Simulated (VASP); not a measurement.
# PbF2 (Aea2) in VASP: further runs, part 2 of 2

VASP 6.6.1.

### 3 Single point, PBEsol

This run uses another cell than the first one, of 16.79 Å³/atom, 1.028 times its volume.

INCAR reads:

```
SYSTEM = PbF2
  PREC = Accurate
  ENCUT = 520
  EDIFF = 1E-6
  ISMEAR = 0
  SIGMA = 0.01
  LREAL = .False.
  LASPH = .True.
  NELM = 60
  ALGO = Normal
  ISIF = 2
  LWAVE = .False.
  LCHARG = .True.
  GGA = PS
  LELF = .True.
  LVHAR = .True.
  NBANDS = 37
```

KPOINTS reads:

```
Automatic mesh
0
Gamma
  4 6 6
  0 0 0
```

POSCAR reads:

```
PbF2
1.0
    5.8695243865      0.0000000000      0.0000000000
    0.0000000000      2.9250401531      2.9340382530
    0.0000000000     -2.9250401531      2.9340382530
Pb F
2 4
Direct
    0.5000000000      0.9774790000      0.9774790000
    0.0000000000      0.4774790000      0.4774790000
    0.7647730000      0.9736080000      0.4586660000
    0.2352270000      0.4586660000      0.9736080000
    0.7352270000      0.4736080000      0.9586660000
    0.2647730000      0.9586660000      0.4736080000
```

Potentials or basis: VASP PAW PBE potentials, release 64 (Pb_d, F).

Started as:

```
> cat potpaw_PBE.64/Pb_d/POTCAR potpaw_PBE.64/F/POTCAR > POTCAR
> mpirun -np 1 vasp_std > vasp.out
```

OUTCAR:

```text
SYSTEM = PbF2
   PREC = Accurate
   ENCUT = 520
   EDIFF = 1E-6
   ISMEAR = 0
   LREAL = .False.
   LASPH = .True.
   NELM = 60
   ISIF = 2
   GGA = PS

 ion  position               nearest neighbor table
   1  0.500  0.977  0.977-   5 2.48   6 2.48   6 2.50   5 2.50   3 2.53   4 2.53   4 2.65   3 2.65

   2  0.000  0.477  0.477-   3 2.48   4 2.48   4 2.50   3 2.50   5 2.53   6 2.53   5 2.65   6 2.65

   3  0.765  0.974  0.459-   2 2.48   2 2.50   1 2.53   1 2.65
   4  0.235  0.459  0.974-   2 2.48   2 2.50   1 2.53   1 2.65
   5  0.735  0.474  0.959-   1 2.48   1 2.50   2 2.53   2 2.65
   6  0.265  0.959  0.474-   1 2.48   1 2.50   2 2.53   2 2.65

  LATTYP: Found a base centered orthorhombic cell.
 ALAT       =     5.8500803062
 B/A-ratio  =     1.0030762312
 C/A-ratio  =     1.0033237288

  Lattice vectors:

 A1 = (   0.0000000000,   2.9250401531,  -2.9340382530)
 A2 = (   0.0000000000,   2.9250401531,   2.9340382530)
 A3 = (   5.8695243865,   0.0000000000,   0.0000000000)

Analysis of symmetry for initial positions (statically):
=====================================================================
 Subroutine PRICEL returns:
 Original cell was already a primitive cell.

 Routine SETGRP: Setting up the symmetry group for a
 base centered orthorhombic supercell.

 Subroutine GETGRP returns: Found  4 space group operations
 (whereof  2 operations were pure point group operations)
 out of a pool of  8 trial point group operations.

The static configuration has the point symmetry C_2 .
 The point group associated with its full space group is C_2v.

Analysis of symmetry for dynamics (positions and initial velocities):
=====================================================================
 Subroutine PRICEL returns:
 Original cell was already a primitive cell.

 Routine SETGRP: Setting up the symmetry group for a
 base centered orthorhombic supercell.

 Subroutine GETGRP returns: Found  4 space group operations
 (whereof  2 operations were pure point group operations)
 out of a pool of  8 trial point group operations.

The dynamic configuration has the point symmetry C_2 .
 The point group associated with its full space group is C_2v.

 Subroutine INISYM returns: Found  4 space group operations
 (whereof  2 operations are pure point group operations),
 and found     1 'primitive' translations

----------------------------------------------------------------------------------------

                                     Primitive cell

  volume of cell :     100.7466

  direct lattice vectors                    reciprocal lattice vectors
     5.869524387  0.000000000  0.000000000     0.170371556  0.000000000  0.000000000
     0.000000000  2.925040153  2.934038253     0.000000000  0.170937824  0.170413593
     0.000000000 -2.925040153  2.934038253     0.000000000 -0.170937824  0.170413593

  length of vectors
     5.869524387  4.142998958  4.142998958     0.170371556  0.241372186  0.241372186

  position of ions in fractional coordinates (direct lattice)
     0.500000000  0.977479000  0.977479000
     0.000000000  0.477479000  0.477479000
     0.764773000  0.973608000  0.458666000
[... 38 lines left out ...]

 Following reciprocal coordinates:
            Coordinates               Weight
  0.000000  0.000000  0.000000      1.000000
  0.250000  0.000000  0.000000      2.000000
  0.500000  0.000000  0.000000      1.000000
  0.000000  0.166667  0.000000      4.000000
  0.250000  0.166667  0.000000      8.000000
  0.500000  0.166667  0.000000      4.000000
[... 16 lines left out ...]
  0.250000 -0.333333  0.166667      8.000000
  0.500000 -0.333333  0.166667      4.000000
 [... further k-points ...]
   k-points           NKPTS =     39   k-points in BZ     NKDIM =     39   number of bands    NBANDS=     37
   number of dos      NEDOS =    301   number of ions     NIONS =      6
   total plane-waves  NPLWV =  49152
   dimension x,y,z NGX =    48 NGY =   32 NGZ =   32
   dimension x,y,z NGXF=    96 NGYF=   64 NGZF=   64
   ions per type =               2   4
   NGX,Y,Z   is equivalent  to a cutoff of  13.60, 12.84, 12.84 a.u.
   NGXF,Y,Z  is equivalent  to a cutoff of  27.19, 25.68, 25.68 a.u.
 SYSTEM =  PbF2
   PREC   = accura    normal or accurate (medium, high low for compatibility)
   ISTART =      0    job   : 0-new  1-cont  2-samecut
   ICHARG =      2    charge: 1-file 2-atom 10-const
   ISPIN  =      1    spin polarized calculation?
   LNONCOLLINEAR =      F non collinear calculations
   LSORBIT =      F    spin-orbit coupling
   LASPH  =      T    aspherical Exc in radial PAW
   ENCUT  =  520.0 eV  38.22 Ry    6.18 a.u.  10.91  7.70  7.70*2*pi/ulx,y,z
   NELM   =     60;   NELMIN=  2; NELMDL= -5     # of ELM steps
   EDIFF  = 0.1E-05   stopping-criterion for ELM
   LREAL  =      F    real-space projection
   EDIFFG = 0.1E-04   stopping-criterion for IOM
   NSW    =      0    number of steps for IOM
   IBRION =     -1    ionic relax: 0-MD 1-quasi-New 2-CG
   NFREE  =      0    steps in history (QN), initial steepest desc. (CG)
   ISIF   =      2    stress and relaxation
   ISYM   =      2    0-nonsym 1-usesym 2-fastsym
   POTIM  = 0.5000    time-step for ionic-motion
   TEBEG  =    0.0;   TEEND  =   0.0 temperature during run
   PSTRESS=    0.0 pullay stress
   NELECT =      56.0000    total number of electrons
   NUPDOWN=      -1.0000    fix difference up-down
   EMIN   =  10.00;   EMAX   =-10.00  energy-range for DOS
   EFERMI =   0.00;   METHOD = LEGACY
   ISMEAR =     0;   SIGMA  =   0.01  broadening in eV -4-tet -1-fermi 0-gaus
   EFERMI_NEDOS =   21; number of points for ismear=-14 and -15
   IALGO  =     38    algorithm
   IMIX   =      4    mixing-type and parameters
     AMIX     =   0.40;   BMIX     =  1.00
     AMIX_MAG =   1.60;   BMIX_MAG =  1.00
  volume/ion in A,a.u.               =      16.79       113.31
  Fermi-wavevector in a.u.,A,eV,Ry     =   1.346048  2.543663 24.651665  1.811846
  Thomas-Fermi vector in A             =   2.473912
   LORBIT       =      0    0 simple, 1 ext, 2 COOP (PROOUT), +10 PAW based schemes
   GGA     = PS    functional components
   LHFCALC =     F    Hartree Fock is set to
   AEXX    =    0.0000 exact exchange contribution
   IVDW    =     0    specifies the selected vdW correction
   LEPSILON=     F    determine dielectric tensor
   LRPA    =     F    only Hartree local field effects (RPA)
 non-spin polarized calculation
 Gauss-broadening in eV      SIGMA  =   0.01
  energy-cutoff  :      520.00
  volume of cell :      100.75
 maximum number of plane-waves:      2736
 NGX is ok and might be reduce to    48
   NGX = 21   NGY = 15   NGZ = 15

 number of electron      56.0000016 magnetization

 Free energy of the ion-electron system (eV)
  ---------------------------------------------------
  ext. energy  EPLUGINS =         0.00000000
  ---------------------------------------------------
  free energy    TOTEN  =       -29.83511012 eV

  energy without entropy =      -29.83511012  energy(sigma->0) =      -29.83511012

 E-fermi :   2.2629     XC(G=0):  -9.8298

 val. band max:        2.1909331835   @ k =   0.5000   0.5000   0.5000
 cond. band min:       6.4566614788   @ k =   0.0000   0.0000   0.0000
 fundamental gap:      4.2657282953
 Fermi energy:         2.2628671594

 k-point     1 :       0.0000    0.0000    0.0000
  band No.  band energies     occupation
      1     -19.1211      2.00000
      2     -18.8050      2.00000
      3     -18.6874      2.00000
      4     -18.4285      2.00000
      5     -12.2544      2.00000
      6     -12.2522      2.00000
[... 949 lines left out ...]
     36      13.8668      0.00000
     37      15.7977      0.00000

 [... further k-points ...]

------------------------ aborting loop because EDIFF is reached ----------------------------------------

  FORCE on cell =-STRESS in cart. coord.  units (eV):
  Direction    XX          YY          ZZ          XY          YZ          ZX
  --------------------------------------------------------------------------------------
  -------------------------------------------------------------------------------------
  Total        0.9648648      1.0638605      1.0002769      0.0000000      0.0000000      0.0000000
  in kB       15.3442808     16.9186129     15.9074400      0.0000000      0.0000000      0.0000000
  external PRESSURE =      16.0567779 kB  Pullay stress =       0.0000000 kB

 VOLUME and BASIS-vectors are now :
 -----------------------------------------------------------------------------
  energy-cutoff  :      520.00
  volume of cell :      100.75
      direct lattice vectors                 reciprocal lattice vectors
     5.869524387  0.000000000  0.000000000     0.170371556  0.000000000  0.000000000
     0.000000000  2.925040153  2.934038253     0.000000000  0.170937824  0.170413593
     0.000000000 -2.925040153  2.934038253     0.000000000 -0.170937824  0.170413593

 POSITION                                       TOTAL-FORCE (eV/Angst)
 -----------------------------------------------------------------------------------
      2.93476      0.00000      5.73592        -0.000000      0.000000     -0.086678
      0.00000      0.00000      2.80188        -0.000000      0.000000     -0.086678
      4.48885      1.50623      4.20235        -0.089228     -0.057406      0.043339
      1.38067     -1.50623      4.20235         0.089228      0.057406      0.043339
      4.31543     -1.41881      4.20235         0.089228     -0.057406      0.043339
      1.55409      1.41881      4.20235        -0.089228      0.057406      0.043339
 -----------------------------------------------------------------------------------
    total drift:                                0.000000     -0.000000      0.000190

  FREE ENERGIE OF THE ION-ELECTRON SYSTEM (eV)
  ---------------------------------------------------
  free  energy   TOTEN  =       -29.8351101152 eV

  energy  without entropy=      -29.8351101152  energy(sigma->0) =      -29.83511012
```

Wall time 45 s (1 thread of Intel Xeon 6975P-C (Granite Rapids), shared host); peak memory 0.28 GiB.

What came out:

```
Free energy            : -29.8351 eV
Pressure               : 1.6 GPa
Largest force          : 0.115 eV/Å
Band gap on the k mesh : 4.27 eV
```

Forces on the atoms (eV/Å):
```
Pb   0.000  0.000 -0.087
Pb   0.000  0.000 -0.087
F   -0.089 -0.057  0.043
F    0.089  0.057  0.043
F    0.089 -0.057  0.043
F   -0.089  0.057  0.043
```

Caveat: the PAW data sets were made with another functional, which shifts forces and pressure a little; spin-orbit coupling is left out, which moves the levels of the heavy elements. A k mesh can miss the band edges.
